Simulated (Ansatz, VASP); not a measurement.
**SrTiO3 in VASP and in Ansatz**

```
Sr Ti O
1.0
     3.93641    0.00000    0.00000
     0.00000    3.93641    0.00000
     0.00000    0.00000    3.93641
Sr Ti O
1 1 3
Direct
  0.00000 0.00000 0.00000
  0.50000 0.50000 0.50000
  0.00000 0.50000 0.50000
  0.50000 0.00000 0.50000
  0.50000 0.50000 0.00000
```

Alike in both runs: task single point; functional PBE; k mesh 8 × 8 × 8; occupations gaussian, width 0.05 eV; no spin polarisation.

|  | VASP | Ansatz |
| --- | --- | --- |
| version | VASP 6.6.1 | Ansatz 0.2.0 |
| potentials or method | VASP PAW PBE potentials, release 64 (Sr_sv, Ti_sv, O), cutoff 520 eV | scalar-relativistic, plane waves, PAW |
| valence electrons in the cell | 40 | 40 |

|  | VASP | Ansatz | Ansatz less VASP |
| --- | --- | --- | --- |
| gap on the k mesh at the Fermi level (eV) | 1.81 | 1.85 | +0.034 |
| least direct gap on the mesh (eV) | 2.18 | 2.20 | +0.018 |
| pressure (GPa) | 0.6 | 0.0 | -0.60 |
